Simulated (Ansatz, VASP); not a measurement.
# Two plane-wave programs on CoO

```
CELL_PARAMETERS angstrom
1.50547 0.86918 2.43993
-1.50547 0.86918 2.43993
0.00000 -1.73837 2.43993
ATOMIC_POSITIONS crystal
Co 0.00000 0.00000 0.00000
O 0.50000 0.50000 0.50000
```

Alike in both runs: task single point; functional PBE; k mesh 18 × 18 × 18; occupations gaussian, width 0.1 eV; no spin polarisation.

|  | VASP | Ansatz |
| --- | --- | --- |
| version | VASP 6.6.1 | Ansatz 0.2.0 |
| potentials or method | VASP PAW PBE potentials, release 64 (Co, O), cutoff 520 eV | scalar-relativistic, plane waves, PAW |
| valence electrons in the cell | 15 | 23 |

```csv
,VASP,Ansatz,Ansatz less VASP
gap on the k mesh at the Fermi level (eV),none,none,-
pressure (GPa),-18.5,-18.3,+0.17
"traceless stress, the component that is largest in VASP (GPa)",0.43,0.42,-0.011
```

A gap of «none» marks a metal or a gap that the smearing closes. VASP's potentials hold 15 valence electrons a cell and Ansatz's 23, so a difference there can come from the potentials and not from the codes.
